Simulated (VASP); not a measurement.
# Ir (P6_3/mmc) in VASP: notebook

Runs on Ir. Level: PBEsol. Tasks: single point, relaxation of shape and atoms at fixed volume, relaxation of cell and atoms.

All numbers are computed with VASP 6.6.1; they aren't measurements. Logs are shortened: lines on timing, memory, paths and dates and some standing lists are left out, and cuts for length are marked.

**1. The cell of the first run**

The structure is hexagonal, space group P6_3/mmc (No. 194). The conventional cell has a = 2.714 Å, b = 2.714 Å, c = 4.399 Å, α = 90.00°, β = 90.00°, γ = 120.00°. Ir (site symmetry -6m2) has 12 Ir at 2.70 to 2.71 Å within 3.6 Å.

**2. Single point, PBEsol**

Contents of INCAR:

```
PREC = Accurate
ENCUT = 500
EDIFF = 1E-6
ISMEAR = -1
SIGMA = 0.15
LREAL = False
LASPH = True
NELM = 120
ALGO = Normal
ISIF = 2
LWAVE = False
LCHARG = True
GGA = PS
LELF = True
LVHAR = True
NBANDS = 16
GGA_COMPAT = False
```

Contents of KPOINTS:

```
Automatic mesh
0
Gamma
  18 18 10
```

Contents of POSCAR:

```
Ir
1.0
    2.7140807566      0.0000000000      0.0000000000
   -1.3570403783      2.3504628831      0.0000000000
    0.0000000000      0.0000000000      4.3990959669
Ir
2
Direct
    0.6666666667      0.3333333333      0.7500000000
    0.3333333333      0.6666666667      0.2500000000
```

Potentials or basis: VASP PAW PBE potentials, release 64 (Ir).

Command:

```console
$ cat potpaw_PBE.64/Ir/POTCAR > POTCAR
$ mpirun -np 1 vasp_std > vasp.out
```

OUTCAR:

```text
PREC = Accurate
   ENCUT = 500
   EDIFF = 1E-6
   ISMEAR = -1
   LREAL = False
   LASPH = True
   NELM = 120
   ISIF = 2
   GGA = PS

 ion  position               nearest neighbor table
   1  0.667  0.333  0.750-   2 2.70   2 2.70   2 2.70   2 2.70   2 2.70   2 2.70
   2  0.333  0.667  0.250-   1 2.70   1 2.70   1 2.70   1 2.70   1 2.70   1 2.70

  LATTYP: Found a hexagonal cell.
 ALAT       =     2.7140807566
 C/A-ratio  =     1.6208419577

  Lattice vectors:

 A1 = (   2.7140807566,   0.0000000000,   0.0000000000)
 A2 = (  -1.3570403783,   2.3504628831,   0.0000000000)
 A3 = (   0.0000000000,   0.0000000000,   4.3990959669)

Analysis of symmetry for initial positions (statically):
=====================================================================
 Subroutine PRICEL returns:
 Original cell was already a primitive cell.

 Routine SETGRP: Setting up the symmetry group for a
 hexagonal supercell.

 Subroutine GETGRP returns: Found 24 space group operations
 (whereof 12 operations were pure point group operations)
 out of a pool of 24 trial point group operations.

The static configuration has the point symmetry D_3d.
 The point group associated with its full space group is D_6h.

Analysis of symmetry for dynamics (positions and initial velocities):
=====================================================================
 Subroutine PRICEL returns:
 Original cell was already a primitive cell.

 Routine SETGRP: Setting up the symmetry group for a
 hexagonal supercell.

 Subroutine GETGRP returns: Found 24 space group operations
 (whereof 12 operations were pure point group operations)
 out of a pool of 24 trial point group operations.

The dynamic configuration has the point symmetry D_3d.
 The point group associated with its full space group is D_6h.

 Subroutine INISYM returns: Found 24 space group operations
 (whereof 12 operations are pure point group operations),
 and found     1 'primitive' translations

----------------------------------------------------------------------------------------

                                     Primitive cell

  volume of cell :      28.0634

  direct lattice vectors                    reciprocal lattice vectors
     2.714080757  0.000000000  0.000000000     0.368448874  0.212724057  0.000000000
    -1.357040378  2.350462883  0.000000000     0.000000000  0.425448114  0.000000000
     0.000000000  0.000000000  4.399095967     0.000000000  0.000000000  0.227319433

  length of vectors
     2.714080757  2.714080757  4.399095967     0.425448114  0.425448114  0.227319433

  position of ions in fractional coordinates (direct lattice)
     0.666666667  0.333333333  0.750000000
     0.333333333  0.666666667  0.250000000

  ion indices of the primitive-cell ions
   primitive index   ion index
                 1           1
                 2           2

----------------------------------------------------------------------------------------

 KPOINTS: Automatic mesh

Automatic generation of k-mesh.
 Grid dimensions read from file:
 generate k-points for:   18   18   10

 Generating k-lattice:

  Cartesian coordinates                     Fractional coordinates (reciprocal lattice)
     0.020469382  0.011818003  0.000000000     0.055555556  0.000000000  0.000000000
     0.000000000  0.023636006  0.000000000     0.000000000  0.055555556  0.000000000
     0.000000000  0.000000000  0.022731943     0.000000000  0.000000000  0.100000000

  Length of vectors
     0.023636006  0.023636006  0.022731943

  Shift w.r.t. Gamma in fractional coordinates (k-lattice)
     0.000000000  0.000000000  0.000000000

 Subroutine IBZKPT returns following result:
 ===========================================

 Found    222 irreducible k-points:

 Following reciprocal coordinates:
            Coordinates               Weight
  0.000000  0.000000  0.000000      1.000000
  0.055556  0.000000  0.000000      6.000000
  0.111111  0.000000  0.000000      6.000000
  0.166667 -0.000000  0.000000      6.000000
  0.222222 -0.000000  0.000000      6.000000
  0.277778  0.000000  0.000000      6.000000
[... 16 lines left out ...]
  0.333333  0.111111  0.000000     12.000000
  0.388889  0.111111  0.000000     12.000000
 [... further k-points ...]
   k-points           NKPTS =    222   k-points in BZ     NKDIM =    222   number of bands    NBANDS=     16
   number of dos      NEDOS =    301   number of ions     NIONS =      2
   total plane-waves  NPLWV =  12800
   dimension x,y,z NGX =    20 NGY =   20 NGZ =   32
   dimension x,y,z NGXF=    40 NGYF=   40 NGZF=   64
   ions per type =               2
   NGX,Y,Z   is equivalent  to a cutoff of  12.25, 12.25, 12.09 a.u.
   NGXF,Y,Z  is equivalent  to a cutoff of  24.50, 24.50, 24.19 a.u.
 SYSTEM =  unknown system
   PREC   = accura    normal or accurate (medium, high low for compatibility)
   ISTART =      0    job   : 0-new  1-cont  2-samecut
   ICHARG =      2    charge: 1-file 2-atom 10-const
   ISPIN  =      1    spin polarized calculation?
   LNONCOLLINEAR =      F non collinear calculations
   LSORBIT =      F    spin-orbit coupling
   LASPH  =      T    aspherical Exc in radial PAW
   ENCUT  =  500.0 eV  36.75 Ry    6.06 a.u.   4.95  4.95  8.02*2*pi/ulx,y,z
   NELM   =    120;   NELMIN=  2; NELMDL= -5     # of ELM steps
   EDIFF  = 0.1E-05   stopping-criterion for ELM
   LREAL  =      F    real-space projection
   EDIFFG = 0.1E-04   stopping-criterion for IOM
   NSW    =      0    number of steps for IOM
   IBRION =     -1    ionic relax: 0-MD 1-quasi-New 2-CG
   NFREE  =      0    steps in history (QN), initial steepest desc. (CG)
   ISIF   =      2    stress and relaxation
   ISYM   =      2    0-nonsym 1-usesym 2-fastsym
   POTIM  = 0.5000    time-step for ionic-motion
   TEBEG  =    0.0;   TEEND  =   0.0 temperature during run
   PSTRESS=    0.0 pullay stress
   NELECT =      18.0000    total number of electrons
   NUPDOWN=      -1.0000    fix difference up-down
   EMIN   =  10.00;   EMAX   =-10.00  energy-range for DOS
   EFERMI =   0.00;   METHOD = LEGACY
   ISMEAR =    -1;   SIGMA  =   0.15  broadening in eV -4-tet -1-fermi 0-gaus
   EFERMI_NEDOS =   21; number of points for ismear=-14 and -15
   IALGO  =     38    algorithm
   IMIX   =      4    mixing-type and parameters
     AMIX     =   0.40;   BMIX     =  1.00
     AMIX_MAG =   1.60;   BMIX_MAG =  1.00
  volume/ion in A,a.u.               =      14.03        94.69
  Fermi-wavevector in a.u.,A,eV,Ry     =   1.411841  2.667993 27.120426  1.993295
  Thomas-Fermi vector in A             =   2.533651
   LORBIT       =      0    0 simple, 1 ext, 2 COOP (PROOUT), +10 PAW based schemes
   GGA     = PS    functional components
   LHFCALC =     F    Hartree Fock is set to
   AEXX    =    0.0000 exact exchange contribution
   IVDW    =     0    specifies the selected vdW correction
   LEPSILON=     F    determine dielectric tensor
   LRPA    =     F    only Hartree local field effects (RPA)
 non-spin polarized calculation
  energy-cutoff  :      500.00
  volume of cell :       28.06
 maximum number of plane-waves:       738
 NGX is ok and might be reduce to    20
   NGX =  9   NGY =  9   NGZ = 17

 number of electron      18.0000001 magnetization

 Free energy of the ion-electron system (eV)
  ---------------------------------------------------
  ext. energy  EPLUGINS =         0.00000000
  ---------------------------------------------------
  free energy    TOTEN  =       -19.56752818 eV

  energy without entropy =      -19.39724943  energy(sigma->0) =      -19.48238881

 E-fermi :  10.5068     XC(G=0): -14.1488

 val. band max:       10.4998833176   @ k =   0.3333   0.0556   0.4000
 cond. band min:      10.5108705183   @ k =   0.3333   0.2778   0.3000
 fundamental gap:      0.0109872007
 Fermi energy:        10.5067784954

 k-point     1 :       0.0000    0.0000    0.0000
  band No.  band energies     occupation
      1      -0.8908      2.00000
      2       2.1834      2.00000
      3       6.4968      2.00000
      4       6.5933      2.00000
      5       6.5933      2.00000
      6       7.2690      2.00000
[... 8 lines left out ...]
     15      26.9218      0.00000
     16      28.0132      0.00000

 k-point     2 :       0.0556    0.0000    0.0000
  band No.  band energies     occupation
      1      -0.7682      2.00000
      2       2.2937      2.00000
      3       6.2522      2.00000
      4       6.6970      2.00000
      5       6.8106      2.00000
      6       7.1997      2.00000
[... 8 lines left out ...]
     15      27.0856      0.00000
     16      28.2143      0.00000

 k-point     3 :       0.1111    0.0000    0.0000
  band No.  band energies     occupation
      1      -0.4101      2.00000
      2       2.6029      2.00000
      3       5.9172      2.00000
      4       6.9476      2.00000
      5       7.0037      2.00000
      6       7.1705      2.00000
[... 8 lines left out ...]
     15      27.5193      0.00000
     16      28.6534      0.00000

 k-point     4 :       0.1667   -0.0000    0.0000
  band No.  band energies     occupation
      1       0.1519      2.00000
      2       3.0308      2.00000
      3       5.5909      2.00000
      4       6.4624      2.00000
      5       6.7102      2.00000
      6       7.4999      2.00000
[... 8 lines left out ...]
     15      27.7920      0.00000
     16      28.3780      0.00000
[... 324 lines left out ...]
 k-point    22 :       0.2778    0.1111    0.0000
  band No.  band energies     occupation
      1       2.5849      2.00000
      2       3.6120      2.00000
      3       4.2262      2.00000
      4       5.4436      2.00000
      5       6.3107      2.00000
      6       6.8061      2.00000
[... 8 lines left out ...]
     15      22.7510      0.00000
     16      25.6046      0.00000

 k-point    23 :       0.3333    0.1111    0.0000
  band No.  band energies     occupation
      1       3.0047      2.00000
      2       3.3870      2.00000
      3       3.8274      2.00000
      4       5.8969      2.00000
      5       6.2182      2.00000
      6       7.0611      2.00000
[... 8 lines left out ...]
     15      21.4770      0.00000
     16      25.0807      0.00000

 k-point    24 :       0.3889    0.1111    0.0000
  band No.  band energies     occupation
      1       3.1615      2.00000
      2       3.2563      2.00000
      3       3.5831      2.00000
      4       6.1875      2.00000
      5       6.3547      2.00000
      6       6.8647      2.00000
[... 8 lines left out ...]
     15      21.1757      0.00000
     16      23.9138      0.00000

 [... further k-points ...]
[... 5 lines left out ...]
  --------------------------------------------------------------------------------------
  -------------------------------------------------------------------------------------
  Total        0.7006639      0.7006639      0.7111917     -0.0000000     -0.0000000      0.0000000
  in kB       40.0019069     40.0019069     40.6029562     -0.0000000     -0.0000000      0.0000000
  external PRESSURE =      40.2022567 kB  Pullay stress =       0.0000000 kB

 VOLUME and BASIS-vectors are now :
 -----------------------------------------------------------------------------
  energy-cutoff  :      500.00
  volume of cell :       28.06
      direct lattice vectors                 reciprocal lattice vectors
     2.714080757  0.000000000  0.000000000     0.368448874  0.212724057  0.000000000
    -1.357040378  2.350462883  0.000000000     0.000000000  0.425448114  0.000000000
     0.000000000  0.000000000  4.399095967     0.000000000  0.000000000  0.227319433

 POSITION                                       TOTAL-FORCE (eV/Angst)
 -----------------------------------------------------------------------------------
      1.35704      0.78349      3.29932         0.000000      0.000000      0.000000
     -0.00000      1.56698      1.09977        -0.000000     -0.000000      0.000000
 -----------------------------------------------------------------------------------
    total drift:                               -0.000000      0.000000     -0.000000

  FREE ENERGIE OF THE ION-ELECTRON SYSTEM (eV)
  ---------------------------------------------------
  free  energy   TOTEN  =       -19.5675281810 eV

  energy  without entropy=      -19.3972494314  energy(sigma->0) =      -19.48238881
```

Wall time 39 s (1 thread of Intel Xeon Platinum 8488C (Sapphire Rapids), shared host); peak memory 0.2 GiB.

Results:

```
Free energy            : -19.5675 eV
Pressure               : 4.0 GPa
Band gap on the k mesh : zero (band 9 reaches 11.52 eV, above the bottom of band 10 at 8.11 eV)
```

Caveat: the PAW data sets were made with another functional, which shifts forces and pressure a little; spin-orbit coupling is left out, which moves the levels of the heavy elements.

**3. Single point, PBEsol**

This run uses another cell than the first one, of 14.14 Å³/atom, 1.008 times its volume.

Edit INCAR of step 2 so:

```diff
@@ -11,6 +11,4 @@
 LWAVE = False
-LCHARG = True
+LCHARG = False
 GGA = PS
-LELF = True
-LVHAR = True
 NBANDS = 16
```

KPOINTS is that of step 2.

Contents of POSCAR:

```
Ir
1.0
    2.7213187380      0.0000000000      0.0000000000
   -1.3606593690      2.3567311589      0.0000000000
    0.0000000000      0.0000000000      4.4100191876
Ir
2
Direct
    0.6666666667      0.3333333333      0.7500000000
    0.3333333333      0.6666666667      0.2500000000
```

Potentials or basis: VASP PAW PBE potentials, release 64 (Ir).

Command:

```console
$ cat potpaw_PBE.64/Ir/POTCAR > POTCAR
$ mpirun -np 1 vasp_std > vasp.out
```

It took 39 s on 1 thread of Intel Xeon Platinum 8488C (Sapphire Rapids), shared host; peak memory 0.2 GiB.

It converged, with:

- Free energy: -19.5710 eV
- Pressure: 0.9 GPa
- Band gap on the k mesh: zero (band 9 reaches 11.37 eV, above the bottom of band 10 at 8.00 eV)

Levels at points of the mesh, in eV from the Fermi level:
| k point | band 6 | band 7 | band 8 | band 9 | band 10 | band 11 | band 12 | band 13 |
| --- | --- | --- | --- | --- | --- | --- | --- | --- |
| (0.00, 0.00, 0.00) | -3.20 | -3.20 | -2.39 | -2.39 | -0.87 | 0.29 | 0.29 | 7.07 |
| (0.50, 0.00, 0.00) | -3.51 | -3.00 | 0.73 | 1.00 | 1.15 | 2.96 | 4.41 | 8.23 |
| (0.00, 0.00, 0.50) | -3.99 | -3.99 | -3.99 | -0.46 | -0.46 | -0.46 | -0.46 | 13.61 |
| (0.50, 0.00, 0.50) | -2.15 | -1.00 | -1.00 | 0.98 | 0.98 | 2.02 | 2.02 | 7.67 |

Caveat: the PAW data sets were made with another functional, which shifts forces and pressure a little; spin-orbit coupling is left out, which moves the levels of the heavy elements.

(Part 1 of 2 ends here.)
